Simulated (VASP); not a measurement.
# HfB2 (P6/mmm) in VASP: further runs

The runs below take HfB2 through relaxation of cell and atoms, relaxation of shape and atoms at fixed volume, with PBE.

Program: VASP 6.6.1. These are calculated values, not measurements. Logs are shortened: lines on timing, memory, paths and dates and some standing lists are left out, and cuts for length are marked.

**1. The cell of the first run**

The structure is hexagonal, space group P6/mmm (No. 191). Conventional cell: a = 3.140 Å, b = 3.140 Å, c = 3.480 Å, α = 90.00°, β = 90.00°, γ = 120.00°. Hf (site symmetry 6/mmm) has 12 B at 2.51 Å and 6 Hf at 3.14 Å within 3.3 Å. B (site symmetry -6m2) has 3 B at 1.81 Å within 2.4 Å.

**2. Relaxation of cell and atoms, PBE**

File INCAR:

```
  PREC = Accurate
  ENCUT = 600
  EDIFF = 1E-6
  ISMEAR = 0
  SIGMA = 0.1
  LREAL = F
  LASPH = T
  NELM = 60
  ALGO = Normal
  ISIF = 3
  LWAVE = F
  LCHARG = F
  GGA = PE
  IBRION = 2
  NSW = 100
  EDIFFG = -0.005
```

File KPOINTS:

```
regular mesh
0
Gamma
  15 15 12
```

File POSCAR:

```
HfB2
1.0
    3.1400000000      0.0000000000      0.0000000000
   -1.5700000000      2.7193197679      0.0000000000
    0.0000000000      0.0000000000      3.4800000000
Hf B
1 2
Direct
    0.0000000000      0.0000000000      0.0000000000
    0.3333333333      0.6666666667      0.5000000000
    0.6666666667      0.3333333333      0.5000000000
```

Potentials or basis: VASP PAW PBE potentials, release 64 (Hf_pv, B).

Command:

```
$ cat potpaw_PBE.64/Hf_pv/POTCAR potpaw_PBE.64/B/POTCAR > POTCAR
$ mpirun -np 1 vasp_std > vasp.out
```

OUTCAR:

```text
PREC = Accurate
   ENCUT = 600
   EDIFF = 1E-6
   ISMEAR = 0
   LREAL = F
   LASPH = T
   NELM = 60
   ISIF = 3
   GGA = PE
   IBRION = 2
   NSW = 100
   EDIFFG = -0.005

 ion  position               nearest neighbor table
   1  0.000  0.000  0.000-   2 2.51   3 2.51   2 2.51   3 2.51   3 2.51   3 2.51   2 2.51   2 2.51
                             3 2.51   3 2.51   2 2.51   2 2.51
   2  0.333  0.667  0.500-   3 1.81   3 1.81   3 1.81   1 2.51   1 2.51   1 2.51   1 2.51   1 2.51
                             1 2.51
   3  0.667  0.333  0.500-   2 1.81   2 1.81   2 1.81   1 2.51   1 2.51   1 2.51   1 2.51   1 2.51
                             1 2.51

  LATTYP: Found a hexagonal cell.
 ALAT       =     3.1400000000
 C/A-ratio  =     1.1082802548

  Lattice vectors:

 A1 = (   3.1400000000,   0.0000000000,   0.0000000000)
 A2 = (  -1.5700000000,   2.7193197679,   0.0000000000)
 A3 = (   0.0000000000,   0.0000000000,   3.4800000000)

Analysis of symmetry for initial positions (statically):
=====================================================================
 Subroutine PRICEL returns:
 Original cell was already a primitive cell.

 Routine SETGRP: Setting up the symmetry group for a
 hexagonal supercell.

 Subroutine GETGRP returns: Found 24 space group operations
 (whereof 24 operations were pure point group operations)
 out of a pool of 24 trial point group operations.

The static configuration has the point symmetry D_6h.

Analysis of symmetry for dynamics (positions and initial velocities):
=====================================================================
 Subroutine PRICEL returns:
 Original cell was already a primitive cell.

 Routine SETGRP: Setting up the symmetry group for a
 hexagonal supercell.

 Subroutine GETGRP returns: Found 24 space group operations
 (whereof 24 operations were pure point group operations)
 out of a pool of 24 trial point group operations.

The dynamic configuration has the point symmetry D_6h.

 Subroutine INISYM returns: Found 24 space group operations
 (whereof 24 operations are pure point group operations),
 and found     1 'primitive' translations

----------------------------------------------------------------------------------------

                                     Primitive cell

  volume of cell :      29.7146

  direct lattice vectors                    reciprocal lattice vectors
     3.140000000  0.000000000  0.000000000     0.318471338  0.183869512  0.000000000
    -1.570000000  2.719319768  0.000000000     0.000000000  0.367739025  0.000000000
     0.000000000  0.000000000  3.480000000     0.000000000  0.000000000  0.287356322

  length of vectors
     3.140000000  3.140000000  3.480000000     0.367739025  0.367739025  0.287356322

  position of ions in fractional coordinates (direct lattice)
     0.000000000  0.000000000  0.000000000
     0.333333333  0.666666667  0.500000000
     0.666666667  0.333333333  0.500000000

  ion indices of the primitive-cell ions
   primitive index   ion index
                 1           1
                 2           2
                 3           3

----------------------------------------------------------------------------------------

 KPOINTS: regular mesh

Automatic generation of k-mesh.
 Grid dimensions read from file:
 generate k-points for:   15   15   12

 Generating k-lattice:

  Cartesian coordinates                     Fractional coordinates (reciprocal lattice)
     0.021231423  0.012257967  0.000000000     0.066666667  0.000000000  0.000000000
     0.000000000  0.024515935  0.000000000     0.000000000  0.066666667  0.000000000
     0.000000000  0.000000000  0.023946360     0.000000000  0.000000000  0.083333333

  Length of vectors
     0.024515935  0.024515935  0.023946360

  Shift w.r.t. Gamma in fractional coordinates (k-lattice)
     0.000000000  0.000000000  0.000000000

 Subroutine IBZKPT returns following result:
 ===========================================

 Found    189 irreducible k-points:

 Following reciprocal coordinates:
            Coordinates               Weight
  0.000000  0.000000  0.000000      1.000000
  0.066667 -0.000000  0.000000      6.000000
  0.133333  0.000000  0.000000      6.000000
  0.200000  0.000000  0.000000      6.000000
  0.266667  0.000000  0.000000      6.000000
  0.333333  0.000000  0.000000      6.000000
[... 16 lines left out ...]
  0.333333  0.200000  0.000000     12.000000
  0.400000  0.200000  0.000000      6.000000
 [... further k-points ...]
   k-points           NKPTS =    189   k-points in BZ     NKDIM =    189   number of bands    NBANDS=     12
   number of dos      NEDOS =    301   number of ions     NIONS =      3
   total plane-waves  NPLWV =  21952
   dimension x,y,z NGX =    28 NGY =   28 NGZ =   28
   dimension x,y,z NGXF=    56 NGYF=   56 NGZF=   56
   ions per type =               1   2
   NGX,Y,Z   is equivalent  to a cutoff of  14.82, 14.82, 13.38 a.u.
   NGXF,Y,Z  is equivalent  to a cutoff of  29.65, 29.65, 26.75 a.u.
 SYSTEM =  unknown system
   PREC   = accura    normal or accurate (medium, high low for compatibility)
   ISTART =      0    job   : 0-new  1-cont  2-samecut
   ICHARG =      2    charge: 1-file 2-atom 10-const
   ISPIN  =      1    spin polarized calculation?
   LNONCOLLINEAR =      F non collinear calculations
   LSORBIT =      F    spin-orbit coupling
   LASPH  =      T    aspherical Exc in radial PAW
   ENCUT  =  600.0 eV  44.10 Ry    6.64 a.u.   6.27  6.27  6.95*2*pi/ulx,y,z
   NELM   =     60;   NELMIN=  2; NELMDL= -5     # of ELM steps
   EDIFF  = 0.1E-05   stopping-criterion for ELM
   LREAL  =      F    real-space projection
   EDIFFG = -.5E-02   stopping-criterion for IOM
   NSW    =    100    number of steps for IOM
   IBRION =      2    ionic relax: 0-MD 1-quasi-New 2-CG
   NFREE  =      1    steps in history (QN), initial steepest desc. (CG)
   ISIF   =      3    stress and relaxation
   ISYM   =      2    0-nonsym 1-usesym 2-fastsym
   POTIM  = 0.5000    time-step for ionic-motion
   TEBEG  =    0.0;   TEEND  =   0.0 temperature during run
   PSTRESS=    0.0 pullay stress
   NELECT =      16.0000    total number of electrons
   NUPDOWN=      -1.0000    fix difference up-down
   EMIN   =  10.00;   EMAX   =-10.00  energy-range for DOS
   EFERMI =   0.00;   METHOD = LEGACY
   ISMEAR =     0;   SIGMA  =   0.10  broadening in eV -4-tet -1-fermi 0-gaus
   EFERMI_NEDOS =   21; number of points for ismear=-14 and -15
   IALGO  =     38    algorithm
   IMIX   =      4    mixing-type and parameters
     AMIX     =   0.40;   BMIX     =  1.00
     AMIX_MAG =   1.60;   BMIX_MAG =  1.00
  volume/ion in A,a.u.               =       9.90        66.84
  Fermi-wavevector in a.u.,A,eV,Ry     =   1.331860  2.516850 24.134693  1.773850
  Thomas-Fermi vector in A             =   2.460838
   LORBIT       =      0    0 simple, 1 ext, 2 COOP (PROOUT), +10 PAW based schemes
   GGA     = PE    functional components
   LHFCALC =     F    Hartree Fock is set to
   AEXX    =    0.0000 exact exchange contribution
   IVDW    =     0    specifies the selected vdW correction
   LEPSILON=     F    determine dielectric tensor
   LRPA    =     F    only Hartree local field effects (RPA)
 conjugate gradient relaxation of ions
 non-spin polarized calculation
 Gauss-broadening in eV      SIGMA  =   0.10
  energy-cutoff  :      600.00
  volume of cell :       29.71
 maximum number of plane-waves:      1010
 NGX is ok and might be reduce to    28
   NGX = 13   NGY = 13   NGZ = 13

--------------------------------------- Ionic step        1  -------------------------------------------

 number of electron      15.9999999 magnetization

 Free energy of the ion-electron system (eV)
  ---------------------------------------------------
  ext. energy  EPLUGINS =         0.00000000
  ---------------------------------------------------
  free energy    TOTEN  =       -26.40340934 eV

  energy without entropy =      -26.40229051  energy(sigma->0) =      -26.40284993

------------------------ aborting loop because EDIFF is reached ----------------------------------------

  FORCE on cell =-STRESS in cart. coord.  units (eV):
  Direction    XX          YY          ZZ          XY          YZ          ZX
  --------------------------------------------------------------------------------------
  -------------------------------------------------------------------------------------
  Total        0.1593537      0.1593537      0.2159795      0.0000000     -0.0000000      0.0000000
  in kB        8.5921827      8.5921827     11.6453890      0.0000000     -0.0000000      0.0000000
  external PRESSURE =       9.6099181 kB  Pullay stress =       0.0000000 kB
[... 96 lines left out ...]
  energy  without entropy=      -26.4026377434  energy(sigma->0) =      -26.40319603

--------------------------------------- Ionic step        4  -------------------------------------------

 number of electron      15.9999999 magnetization

 Free energy of the ion-electron system (eV)
  ---------------------------------------------------
  ext. energy  EPLUGINS =         0.00000000
  ---------------------------------------------------
  free energy    TOTEN  =       -26.40376739 eV

  energy without entropy =      -26.40265868  energy(sigma->0) =      -26.40321303

 E-fermi :   7.6672     XC(G=0): -12.5786

 val. band max:        7.6194487156   @ k =   0.4000   0.1333   0.0000
 cond. band min:       7.6866971623   @ k =   0.0667   0.0667   0.4167
 fundamental gap:      0.0672484467
 Fermi energy:         7.6671878777

 k-point     1 :       0.0000    0.0000    0.0000
  band No.  band energies     occupation
      1     -23.0093      2.00000
      2     -22.5135      2.00000
      3     -22.5135      2.00000
      4      -6.0929      2.00000
      5       4.6409      2.00000
      6       4.7583      2.00000
      7       4.7583      2.00000
      8       4.8474      2.00000
      9      11.6475      0.00000
     10      11.6475      0.00000
     11      12.2704      0.00000
     12      12.2704      0.00000
[... 331 lines left out ...]
 k-point    24 :       0.4000    0.2000    0.0000
  band No.  band energies     occupation
      1     -23.1767      2.00000
      2     -22.8677      2.00000
      3     -22.8564      2.00000
      4      -1.4350      2.00000
      5      -1.1406      2.00000
      6       1.5694      2.00000
      7       4.0719      2.00000
      8       6.5771      2.00000
      9       7.4016      1.99983
     10      10.6026      0.00000
     11      12.2577      0.00000
     12      14.4936      0.00000

 [... further k-points ...]
[... 5 lines left out ...]
  --------------------------------------------------------------------------------------
  -------------------------------------------------------------------------------------
  Total        0.0013707      0.0013707      0.0031693      0.0000000     -0.0000000      0.0000000
  in kB        0.0736279      0.0736279      0.1702333      0.0000000     -0.0000000      0.0000000
  external PRESSURE =       0.1058297 kB  Pullay stress =       0.0000000 kB
[... 18 lines left out ...]
  FREE ENERGIE OF THE ION-ELECTRON SYSTEM (eV)
  ---------------------------------------------------
  free  energy   TOTEN  =       -26.4037673866 eV

  energy  without entropy=      -26.4026586827  energy(sigma->0) =      -26.40321303

 reached required accuracy - stopping structural energy minimisation
```

It took 95 s on 1 thread of Intel Xeon Platinum 8488C (Sapphire Rapids), shared host; peak memory 0.24 GiB.

What came out:

```yaml
Free_energy: -26.4038 eV
Relaxed_volume: 9.94 Å³/atom
Relaxed_cell: a = 3.143 Å, b = 3.143 Å, c = 3.487 Å, α = 90.00°, β = 90.00°, γ = 120.00°
Space_group_after_relaxing_to_0.1_Å: P6/mmm (No. 191)
Energy_gained_by_relaxing: 0.1 meV/atom
Ionic_steps: 4
Pressure_after_relaxing: 0.0 GPa
Band_gap_on_the_k_mesh: zero (bands 8 and 9 overlap by 1.04 eV)
```

The path:
```tsv
step	energy change (eV)	largest force (eV/Å)	pressure (GPa)	volume (Å³)
1	0.0000	0.0000	0.96	29.71
2	0.0002	0.0000	-1.20	29.97
3	-0.0003	0.0000	-0.02	29.83
4	-0.0004	0.0000	0.01	29.83
```

Final structure:
```
Hf B
1.0
     3.14280    0.00000    0.00000
    -1.57140    2.72174    0.00000
     0.00000    0.00000    3.48706
Hf B
1 2
Direct
  0.00000 0.00000 0.00000
  0.33333 0.66667 0.50000
  0.66667 0.33333 0.50000
```

Caveat: spin-orbit coupling is left out, which moves the levels of the heavy elements. PBE usually gives volumes a little too large and moduli too small.

**3. Relaxation of shape and atoms at fixed volume, PBE (10.26 Å³/atom)**

This run uses another cell than the first one, of 10.26 Å³/atom.

File INCAR:

```
PREC     = Accurate       # precision mode
ENCUT    = 600            # plane-wave cutoff, eV
EDIFF    = 1E-7           # SCF threshold, eV
ISMEAR   = 0              # smearing method
SIGMA    = 0.1            # smearing width, eV
LREAL    = False          # projectors in reciprocal space
LASPH    = True           # aspherical terms in the spheres
NELM     = 80             # most SCF steps
ALGO     = Normal         # electronic algorithm
ISIF     = 4              # what is computed and relaxed
LWAVE    = False          # write WAVECAR
LCHARG   = False          # write CHGCAR
GGA      = PE             # functional
IBRION   = 2              # ionic algorithm
NSW      = 50             # ionic steps
EDIFFG   = -0.01          # ionic threshold
```

File KPOINTS:

```
Automatic mesh
0
Gamma
  15 15 12
```

File POSCAR:

```
HfB2
1.0
    3.1762046191      0.0000000000      0.0000000000
   -1.5881023096      2.7506738878      0.0000000000
    0.0000000000      0.0000000000      3.5218276434
Hf B
1 2
Direct
    0.0000000000      0.0000000000      0.0000000000
    0.3333333333      0.6666666667      0.5000000000
    0.6666666667      0.3333333333      0.5000000000
```

Potentials or basis: VASP PAW PBE potentials, release 64 (Hf_pv, B).

Command:

```
$ cat potpaw_PBE.64/Hf_pv/POTCAR potpaw_PBE.64/B/POTCAR > POTCAR
$ mpirun -np 1 vasp_std > vasp.out
```

It took 62 s on 1 thread of Intel Xeon Platinum 8488C (Sapphire Rapids), shared host; peak memory 0.23 GiB.

It converged, with:

```
Free energy               : -26.3821 eV
Energy gained by relaxing : 0.1 meV/atom
Ionic steps               : 2
Pressure after relaxing   : -7.4 GPa
Band gap on the k mesh    : zero (bands 8 and 9 overlap by 1.03 eV)
```

Step by step:
```tsv
step	energy change (eV)	largest force (eV/Å)	pressure (GPa)	volume (Å³)
1	0.0000	0.0000	-7.42	30.77
2	-0.0002	0.0000	-7.36	30.77
```

Final structure:
```xyz
3
Lattice="3.1725 0.0000 0.0000 -1.5863 2.7475 0.0000 0.0000 0.0000 3.5300" Properties=species:S:1:pos:R:3 pbc="T T T"
Hf    3.1725    0.0000    3.5300
B     0.0000    1.8317    1.7650
B     1.5863    0.9158    1.7650
```

Levels at points of the mesh, in eV from the Fermi level:
| k point | band 4 | band 5 | band 6 | band 7 | band 8 | band 9 | band 10 | band 11 | band 12 |
| --- | --- | --- | --- | --- | --- | --- | --- | --- | --- |
| (0.00, 0.00, 0.00) | -13.58 | -2.96 | -2.85 | -2.82 | -2.82 | 3.83 | 3.83 | 4.42 | 4.42 |
| (0.00, 0.00, 0.50) | -11.33 | -8.26 | -1.20 | -1.20 | 0.32 | 0.32 | 0.95 | 0.95 | 2.04 |

Caveat: spin-orbit coupling is left out, which moves the levels of the heavy elements.

**4. Relaxation of shape and atoms at fixed volume, PBE (10.56 Å³/atom)**

This run uses another cell than the first one, of 10.56 Å³/atom.

File INCAR:

```
ALGO = Normal
EDIFF = 1E-6
EDIFFG = -0.01
ENCUT = 600
GGA = PE
IBRION = 2
ISIF = 4
ISMEAR = 0
LASPH = True
LCHARG = False
LREAL = False
LWAVE = False
NELM = 100
NSW = 50
PREC = Accurate
SIGMA = 0.1
```

File KPOINTS:

```
k-points
0
Gamma
  15 15 12
```

File POSCAR:

```
HfB2
1.0
    3.2038154136      0.0000000000      0.0000000000
   -1.6019077068      2.7745855372      0.0000000000
    0.0000000000      0.0000000000      3.5622033820
Hf B
1 2
Direct
    0.0000000000      0.0000000000      0.0000000000
    0.3333333333      0.6666666667      0.5000000000
    0.6666666667      0.3333333333      0.5000000000
```

Command:

```
$ cat potpaw_PBE.64/Hf_pv/POTCAR potpaw_PBE.64/B/POTCAR > POTCAR
$ mpirun -np 1 vasp_std > vasp.out
```

It took 2.7 min on 1 thread of AMD EPYC 7R13, shared host; peak memory 0.21 GiB.

It converged, with:

- Free energy: -26.3240 eV
- Energy gained by relaxing: 0.1 meV/atom
- Ionic steps: 2
- Pressure after relaxing: -13.4 GPa
- Band gap on the k mesh: zero (bands 8 and 9 overlap by 1.02 eV)

The path:
```
step  energy change (eV)  largest force (eV/Å)  pressure (GPa)  volume (Å³)
   1              0.0000                0.0000          -13.44        31.67
   2             -0.0002                0.0000          -13.38        31.67
```

Final structure:
```
Hf B
1.0
     3.20028    0.00000    0.00000
    -1.60014    2.77153    0.00000
     0.00000    0.00000    3.57007
Hf B
1 2
Cartesian
  0.0000 0.0000 0.0000
  0.0000 1.8477 1.7850
  1.6001 0.9238 1.7850
```

Levels at points of the mesh, in eV from the Fermi level:
```tsv
k point	band 5	band 6	band 7	band 8	band 9	band 10	band 11	band 12
(0.00, 0.00, 0.00)	-2.91	-2.86	-2.75	-2.75	3.69	3.69	4.25	4.25
(0.00, 0.00, 0.50)	-8.15	-1.17	-1.17	0.34	0.34	0.92	0.92	1.93
```

Caveat: spin-orbit coupling is left out, which moves the levels of the heavy elements.

**5. Relaxation of shape and atoms at fixed volume, PBE (10.95 Å³/atom)**

This run uses another cell than the first one, of 10.95 Å³/atom.

File INCAR:

```
PREC = Accurate
ENCUT = 600
EDIFF = 1E-6
ISMEAR = 0
SIGMA = 0.1
LREAL = False
LASPH = True
NELM = 80
ALGO = Normal
ISIF = 4
LWAVE = False
LCHARG = False
GGA = PE
IBRION = 2
NSW = 50
EDIFFG = -0.01
```

File KPOINTS:

```
Automatic mesh
0
Gamma
  15 15 12
```

File POSCAR:

```
HfB2
1.0
    3.2404601353      0.0000000000      0.0000000000
   -1.6202300676      2.8063207971      0.0000000000
    0.0000000000      0.0000000000      3.6134923393
Hf B
1 2
Direct
    0.0000000000      0.0000000000      0.0000000000
    0.3333333333      0.6666666667      0.5000000000
    0.6666666667      0.3333333333      0.5000000000
```

Command:

```
$ cat potpaw_PBE.64/Hf_pv/POTCAR potpaw_PBE.64/B/POTCAR > POTCAR
$ mpirun -np 1 vasp_std > vasp.out
```

Run time: 3.1 min. Hardware: 1 thread of AMD EPYC 7R13, shared host; peak memory 0.21 GiB.

It converged, with:

* Free energy: -26.1987 eV
* Energy gained by relaxing: 0.1 meV/atom
* Ionic steps: 2
* Pressure after relaxing: -20.1 GPa
* Band gap on the k mesh: zero (bands 8 and 9 overlap by 1.01 eV)

Step by step:
```tsv
step	energy change (eV)	largest force (eV/Å)	pressure (GPa)	volume (Å³)
1	0.0000	0.0000	-20.21	32.86
2	-0.0004	0.0000	-20.13	32.86
```

Final structure:
```cif
data_structure
_symmetry_space_group_name_H-M 'P 1'
_symmetry_Int_Tables_number 1
_cell_length_a 3.2360
_cell_length_b 3.2360
_cell_length_c 3.6234
_cell_angle_alpha 90.000
_cell_angle_beta 90.000
_cell_angle_gamma 120.000
_cell_volume 32.86
loop_
_atom_site_label
_atom_site_type_symbol
_atom_site_fract_x
_atom_site_fract_y
_atom_site_fract_z
_atom_site_occupancy
Hf1 Hf 0.00000 0.00000 0.00000 1
B1 B 0.33333 0.66667 0.50000 1
B2 B 0.66667 0.33333 0.50000 1
```

Levels at points of the mesh, in eV from the Fermi level:
```
           k point  band 4  band 5  band 6  band 7  band 8  band 9  band 10  band 11  band 12
(0.00, 0.00, 0.00)  -13.19   -2.88   -2.84   -2.65   -2.65    3.52     3.52     4.04     4.04
(0.00, 0.00, 0.50)  -11.21   -8.00   -1.14   -1.14    0.36    0.36     0.90     0.90     1.78
```

Caveat: spin-orbit coupling is left out, which moves the levels of the heavy elements.

**6. Summary**

```csv
task,cell,gap on the mesh (eV),pressure (GPa)
relaxation of cell and atoms,"relaxed from a = 3.140, b = 3.140, c = 3.480 Å, angles 90.0, 90.0, 120.0°, 3 atoms",none,0.0
relaxation of shape and atoms at fixed volume,"relaxed from a = 3.176, b = 3.176, c = 3.522 Å, angles 90.0, 90.0, 120.0°, 3 atoms",none,-7.4
relaxation of shape and atoms at fixed volume,"relaxed from a = 3.204, b = 3.204, c = 3.562 Å, angles 90.0, 90.0, 120.0°, 3 atoms",none,-13.4
relaxation of shape and atoms at fixed volume,"relaxed from a = 3.240, b = 3.240, c = 3.613 Å, angles 90.0, 90.0, 120.0°, 3 atoms",none,-20.1
```

Alike in all rows: level PBE; potentials or basis VASP PAW PBE potentials, release 64 (Hf_pv, B); no spin polarisation; k mesh 15 × 15 × 12; cutoff (eV) 600; smearing gaussian 0.1 eV.

Caveats: spin-orbit coupling is left out, which moves the levels of the heavy elements.

Absolute energies hang on the potentials; compare differences alone.
